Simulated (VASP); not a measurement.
# AlN (Fm-3m) in VASP: further runs, part 2 of 2

VASP 6.6.1. Earlier steps stand in the parts before.

### 3 Single point, PBE0

This run uses another cell than the first one, of 8.59 Å³/atom, 1.020 times its volume.

File POSCAR:

```
AlN
1.0
    0.0000000000      2.0479920218      2.0479920218
    2.0479920218      0.0000000000      2.0479920218
    2.0479920218      2.0479920218      0.0000000000
Al N
1 1
Direct
    0.5000000000      0.5000000000      0.5000000000
    0.0000000000      0.0000000000      0.0000000000
```

File INCAR.step1:

```
ALGO = Normal
EDIFF = 1E-5
ENCUT = 520
GGA = PE
ISIF = 2
ISMEAR = -1
LASPH = T
LREAL = F
LWAVE = T
NBANDS = 11
NELM = 100
PREC = Accurate
SIGMA = 0.05
```

File INCAR.step2:

```
AEXX = 0.25
ALGO = Normal
EDIFF = 1E-6
ENCUT = 520
GGA = PE
ISIF = 2
ISMEAR = -1
ISTART = 1
LASPH = T
LCHARG = T
LELF = T
LHFCALC = T
LREAL = F
LVHAR = T
LWAVE = F
NBANDS = 11
NELM = 100
PREC = Accurate
PRECFOCK = Normal
SIGMA = 0.05
```

File KPOINTS:

```
k-points
0
Gamma
  6 6 6
```

Potentials or basis: VASP PAW PBE potentials, release 64 (Al, N).

On the command line:

```console
$ cat potpaw_PBE.64/Al/POTCAR potpaw_PBE.64/N/POTCAR > POTCAR
$ cp INCAR.step1 INCAR
$ mpirun -np 1 vasp_std > vasp.out
$ cp INCAR.step2 INCAR
$ mpirun -np 1 vasp_std > vasp.out
```

OUTCAR:

```text
AEXX = 0.25
   EDIFF = 1E-6
   ENCUT = 520
   GGA = PE
   ISIF = 2
   ISMEAR = -1
   ISTART = 1
   LASPH = T
   LHFCALC = T
   LREAL = F
   NELM = 100
   PREC = Accurate
   PRECFOCK = Normal

 ion  position               nearest neighbor table
   1  0.500  0.500  0.500-   2 2.05   2 2.05   2 2.05   2 2.05   2 2.05   2 2.05
   2  0.000  0.000  0.000-   1 2.05   1 2.05   1 2.05   1 2.05   1 2.05   1 2.05

  LATTYP: Found a face centered cubic cell.
 ALAT       =     4.0959840436

  Lattice vectors:

 A1 = (   0.0000000000,   2.0479920218,   2.0479920218)
 A2 = (   2.0479920218,   0.0000000000,   2.0479920218)
 A3 = (   2.0479920218,   2.0479920218,   0.0000000000)

Analysis of symmetry for initial positions (statically):
=====================================================================
 Subroutine PRICEL returns:
 Original cell was already a primitive cell.

 Routine SETGRP: Setting up the symmetry group for a
 face centered cubic supercell.

 Subroutine GETGRP returns: Found 48 space group operations
 (whereof 48 operations were pure point group operations)
 out of a pool of 48 trial point group operations.

The static configuration has the point symmetry O_h .

Analysis of symmetry for dynamics (positions and initial velocities):
=====================================================================
 Subroutine PRICEL returns:
 Original cell was already a primitive cell.

 Routine SETGRP: Setting up the symmetry group for a
 face centered cubic supercell.

 Subroutine GETGRP returns: Found 48 space group operations
 (whereof 48 operations were pure point group operations)
 out of a pool of 48 trial point group operations.

The dynamic configuration has the point symmetry O_h .

 Subroutine INISYM returns: Found 48 space group operations
 (whereof 48 operations are pure point group operations),
 and found     1 'primitive' translations

----------------------------------------------------------------------------------------

                                     Primitive cell

  volume of cell :      17.1797

  direct lattice vectors                    reciprocal lattice vectors
     0.000000000  2.047992022  2.047992022    -0.244141576  0.244141576  0.244141576
     2.047992022  0.000000000  2.047992022     0.244141576 -0.244141576  0.244141576
     2.047992022  2.047992022  0.000000000     0.244141576  0.244141576 -0.244141576

  length of vectors
     2.896298093  2.896298093  2.896298093     0.422865614  0.422865614  0.422865614

  position of ions in fractional coordinates (direct lattice)
     0.500000000  0.500000000  0.500000000
     0.000000000  0.000000000  0.000000000

  ion indices of the primitive-cell ions
   primitive index   ion index
                 1           1
                 2           2

----------------------------------------------------------------------------------------

 KPOINTS: k-points

Automatic generation of k-mesh.
 Grid dimensions read from file:
 generate k-points for:    6    6    6

 Generating k-lattice:

[... 37 lines left out ...]
   dimension x,y,z NGX =    24 NGY =   24 NGZ =   24
   dimension x,y,z NGXF=    48 NGYF=   48 NGZF=   48
   ions per type =               1   1
   NGX,Y,Z   is equivalent  to a cutoff of  13.78, 13.78, 13.78 a.u.
   NGXF,Y,Z  is equivalent  to a cutoff of  27.55, 27.55, 27.55 a.u.
 SYSTEM =  unknown system
   PREC   = accura    normal or accurate (medium, high low for compatibility)
   ISTART =      1    job   : 0-new  1-cont  2-samecut
   ICHARG =      0    charge: 1-file 2-atom 10-const
   ISPIN  =      1    spin polarized calculation?
   LNONCOLLINEAR =      F non collinear calculations
   LSORBIT =      F    spin-orbit coupling
   LASPH  =      T    aspherical Exc in radial PAW
   ENCUT  =  520.0 eV  38.22 Ry    6.18 a.u.   5.39  5.39  5.39*2*pi/ulx,y,z
   NELM   =    100;   NELMIN=  2; NELMDL=  0     # of ELM steps
   EDIFF  = 0.1E-05   stopping-criterion for ELM
   LREAL  =      F    real-space projection
   EDIFFG = 0.1E-04   stopping-criterion for IOM
   NSW    =      0    number of steps for IOM
   IBRION =     -1    ionic relax: 0-MD 1-quasi-New 2-CG
   NFREE  =      0    steps in history (QN), initial steepest desc. (CG)
   ISIF   =      2    stress and relaxation
   ISYM   =      3    0-nonsym 1-usesym 2-fastsym
   POTIM  = 0.5000    time-step for ionic-motion
   TEBEG  =    0.0;   TEEND  =   0.0 temperature during run
   PSTRESS=    0.0 pullay stress
   NELECT =       8.0000    total number of electrons
   NUPDOWN=      -1.0000    fix difference up-down
   EMIN   =  10.00;   EMAX   =-10.00  energy-range for DOS
   EFERMI =   0.00;   METHOD = LEGACY
   ISMEAR =    -1;   SIGMA  =   0.05  broadening in eV -4-tet -1-fermi 0-gaus
   EFERMI_NEDOS =   21; number of points for ismear=-14 and -15
   IALGO  =     38    algorithm
   IMIX   =      1    mixing-type and parameters
     AMIX     =   0.40;   BMIX     =  1.00
     AMIX_MAG =   1.60;   BMIX_MAG =  1.00
  volume/ion in A,a.u.               =       8.59        57.97
  Fermi-wavevector in a.u.,A,eV,Ry     =   1.268917  2.397906 21.907427  1.610150
  Thomas-Fermi vector in A             =   2.401986
   LORBIT       =      0    0 simple, 1 ext, 2 COOP (PROOUT), +10 PAW based schemes
   GGA     = PE    functional components
   LHFCALC =     T    Hartree Fock is set to
   PRECFOCK=normal    Normal, Fast or Accurate (Low or Medium for compatibility)
   ENCUT4O =  -1.0   cutoff for four orbital integrals eV
   NKREDX  =     1    reduce k-point grid by
   NKREDY  =     1    reduce k-point grid by
   NKREDZ  =     1    reduce k-point grid by
   AEXX    =    0.2500 exact exchange contribution
   HFSCREEN=    0.0000 screening length (either q_TF or 0.3 A-1)
   HFSCREENC=   0.0000 screening length for correlation (either q_TF or 0.3 A-1)
   ENCUTFOCK=  -1.0 apply spherical cutoff to Coloumb kernel
   IVDW    =     0    specifies the selected vdW correction
   LEPSILON=     F    determine dielectric tensor
   LRPA    =     F    only Hartree local field effects (RPA)
 non-spin polarized calculation
  energy-cutoff  :      520.00
  volume of cell :       17.18
 maximum number of plane-waves:       475
 NGX is ok and might be reduce to    24
  NGX = 18; NGY = 18; NGZ = 18

 number of electron       8.0000000 magnetization

 Free energy of the ion-electron system (eV)
  ---------------------------------------------------
  ext. energy  EPLUGINS =         0.00000000
  ---------------------------------------------------
  free energy    TOTEN  =       -18.02728164 eV

  energy without entropy =      -18.02728164  energy(sigma->0) =      -18.02728164

 E-fermi :   9.3600     XC(G=0):  -9.5108

 val. band max:        8.2341225739   @ k =   0.0000   0.0000   0.0000
 cond. band min:      14.5735553574   @ k =   0.5000   0.5000   0.0000
 fundamental gap:      6.3394327835
 Fermi energy:         9.3600106226

 k-point     1 :       0.0000    0.0000    0.0000
  band No.  band energies     occupation
      1     -10.6583      2.00000
      2       8.2341      2.00000
      3       8.2341      2.00000
      4       8.2341      2.00000
      5      15.5947      0.00000
      6      22.6666      0.00000
      7      22.6666      0.00000
      8      22.6666      0.00000
      9      27.7256      0.00000
     10      28.4217      0.00000
     11      28.4217      0.00000
[... 197 lines left out ...]
 k-point    16 :      -0.3333    0.5000    0.1667
  band No.  band energies     occupation
      1      -6.2283      2.00000
      2       1.2747      2.00000
      3       3.4941      2.00000
      4       4.3891      2.00000
      5      17.0449      0.00000
      6      18.7293      0.00000
      7      23.2614      0.00000
      8      24.0555      0.00000
      9      28.6456      0.00000
     10      32.2360      0.00000
     11      35.5737      0.00000

------------------------ aborting loop because EDIFF is reached ----------------------------------------

  FORCE on cell =-STRESS in cart. coord.  units (eV):
  Direction    XX          YY          ZZ          XY          YZ          ZX
  --------------------------------------------------------------------------------------
  -------------------------------------------------------------------------------------
  Total       -1.3202794     -1.3202794     -1.3202794     -0.0000000     -0.0000000      0.0000000
  in kB     -123.1293669   -123.1293669   -123.1293669     -0.0000000     -0.0000000      0.0000000
  external PRESSURE =    -123.1293669 kB  Pullay stress =       0.0000000 kB

 VOLUME and BASIS-vectors are now :
 -----------------------------------------------------------------------------
  energy-cutoff  :      520.00
  volume of cell :       17.18
      direct lattice vectors                 reciprocal lattice vectors
     0.000000000  2.047992022  2.047992022    -0.244141576  0.244141576  0.244141576
     2.047992022  0.000000000  2.047992022     0.244141576 -0.244141576  0.244141576
     2.047992022  2.047992022  0.000000000     0.244141576  0.244141576 -0.244141576

 POSITION                                       TOTAL-FORCE (eV/Angst)
 -----------------------------------------------------------------------------------
      2.04799      2.04799      2.04799        -0.000000      0.000000     -0.000000
      0.00000      0.00000      0.00000         0.000000     -0.000000      0.000000
 -----------------------------------------------------------------------------------
    total drift:                                0.000000      0.000000      0.000000

  FREE ENERGIE OF THE ION-ELECTRON SYSTEM (eV)
  ---------------------------------------------------
  free  energy   TOTEN  =       -18.0272816420 eV

  energy  without entropy=      -18.0272816420  energy(sigma->0) =      -18.02728164
```

OUTCAR.step1:

```text
EDIFF = 1E-5
   ENCUT = 520
   GGA = PE
   ISIF = 2
   ISMEAR = -1
[... 434 lines left out ...]
 -----------------------------------------------------------------------------------
      2.04799      2.04799      2.04799         0.000000      0.000000      0.000000
      0.00000      0.00000      0.00000        -0.000000      0.000000     -0.000000
 -----------------------------------------------------------------------------------
    total drift:                                0.000000     -0.000000     -0.000000

  FREE ENERGIE OF THE ION-ELECTRON SYSTEM (eV)
  ---------------------------------------------------
  free  energy   TOTEN  =       -14.5357744951 eV

  energy  without entropy=      -14.5357744951  energy(sigma->0) =      -14.53577450
```

OSZICAR.step1:

```text
N       E                     dE             d eps       ncg     rms          rms(c)
DAV:   1     0.929775344223E+01    0.92978E+01   -0.41443E+03   352   0.682E+02
DAV:   2    -0.155471463370E+02   -0.24845E+02   -0.24084E+02   411   0.130E+02
DAV:   3    -0.162501826830E+02   -0.70304E+00   -0.70190E+00   435   0.201E+01
DAV:   4    -0.162524111069E+02   -0.22284E-02   -0.22282E-02   385   0.123E+00
DAV:   5    -0.162524288578E+02   -0.17751E-04   -0.17751E-04   418   0.113E-01    0.746E+00
DAV:   6    -0.145533062632E+02    0.16991E+01   -0.76988E+00   391   0.145E+01    0.261E+00
DAV:   7    -0.145420156919E+02    0.11291E-01   -0.16539E-01   376   0.302E+00    0.174E+00
DAV:   8    -0.145361199927E+02    0.58957E-02   -0.17105E-02   373   0.113E+00    0.332E-01
DAV:   9    -0.145357159122E+02    0.40408E-03   -0.17585E-03   406   0.244E-01    0.147E-01
DAV:  10    -0.145357804940E+02   -0.64582E-04   -0.15133E-04   385   0.907E-02    0.402E-02
DAV:  11    -0.145357744951E+02    0.59988E-05   -0.18700E-05   211   0.243E-02
   1 F= -.14535774E+02 E0= -.14535774E+02  d E =-.188016E-10
```

It took 5.4 min on 1 thread of Intel Xeon 6975P-C, shared host; peak memory 0.14 GiB.

Results:

```yaml
Free_energy: -18.0273 eV
Pressure: -12.3 GPa
Band_gap_on_the_k_mesh: 6.34 eV, indirect (least direct gap 7.36 eV)
```

Caveat: the k points lie up to 0.44 Å⁻¹ apart; the PAW data sets were made with another functional, which shifts forces and pressure a little. A k mesh can miss the band edges.

### 4 Single point, PBE0

This run uses another cell than the first one, of 8.76 Å³/atom, 1.040 times its volume.

File POSCAR:

```
AlN
1.0
    0.0000000000      2.0612910439      2.0612910439
    2.0612910439      0.0000000000      2.0612910439
    2.0612910439      2.0612910439      0.0000000000
Al N
1 1
Direct
    0.5000000000      0.5000000000      0.5000000000
    0.0000000000      0.0000000000      0.0000000000
```

File INCAR.step1:

```
PREC = Accurate
ENCUT = 520
EDIFF = 1E-5
ISMEAR = -1
SIGMA = 0.05
LREAL = False
LASPH = True
NELM = 100
ALGO = Normal
ISIF = 2
LWAVE = True
LCHARG = False
NBANDS = 11
GGA = PE
```

File INCAR.step2:

```
PREC = Accurate
ENCUT = 520
EDIFF = 1E-6
ISMEAR = -1
SIGMA = 0.05
LREAL = False
LASPH = True
NELM = 100
ALGO = Normal
ISIF = 2
LWAVE = False
LCHARG = False
GGA = PE
LHFCALC = True
AEXX = 0.25
PRECFOCK = Normal
NBANDS = 11
ISTART = 1
```

File KPOINTS:

```
regular mesh
0
Gamma
  6 6 6
```

On the command line:

```console
$ cat potpaw_PBE.64/Al/POTCAR potpaw_PBE.64/N/POTCAR > POTCAR
$ cp INCAR.step1 INCAR
$ mpirun -np 1 vasp_std > vasp.out
$ cp INCAR.step2 INCAR
$ mpirun -np 1 vasp_std > vasp.out
```

It took 6.1 min on 1 thread of Intel Xeon 6975P-C, shared host; peak memory 0.15 GiB.

It converged, with:

| Property | Result |
| --- | --- |
| Free energy | -17.9970 eV |
| Pressure | -16.6 GPa |
| Band gap on the k mesh | 6.14 eV, indirect (least direct gap 7.07 eV) |

Levels at points of the mesh, in eV from the valence-band top:
| k point | band 1 | band 2 | band 3 | band 4 | band 5 | band 6 | band 7 | band 8 |
| --- | --- | --- | --- | --- | --- | --- | --- | --- |
| (0.00, 0.00, 0.00) | -18.72 | 0.00 | 0.00 | 0.00 | 7.06 | 14.35 | 14.35 | 14.35 |
| (0.50, 0.00, 0.00) | -15.48 | -8.65 | -1.05 | -1.05 | 7.89 | 12.87 | 12.87 | 15.38 |
| (0.50, 0.50, 0.00) | -14.51 | -7.64 | -2.90 | -2.90 | 6.14 | 7.43 | 16.27 | 19.31 |

Caveat: the k points lie up to 0.44 Å⁻¹ apart; the PAW data sets were made with another functional, which shifts forces and pressure a little. A k mesh can miss the band edges.

### 5 Summary

| cell | gap on the mesh (eV) | pressure (GPa) |
| --- | --- | --- |
| a = 2.877 Å, angles 60.0°, 2 atoms | 6.55 | -7.5 |
| a = 2.896 Å, angles 60.0°, 2 atoms | 6.34 | -12.3 |
| a = 2.915 Å, angles 60.0°, 2 atoms | 6.14 | -16.6 |

Alike in all rows: task single point; level PBE0; potentials or basis VASP PAW PBE potentials, release 64 (Al, N); no spin polarisation; k mesh 6 × 6 × 6; cutoff (eV) 520; smearing fermi-dirac 0.05 eV.

Caveats: all runs use coarse meshes; the PAW data sets were made with another functional, which shifts forces and pressure a little.

Absolute energies hang on the potentials; compare differences alone.
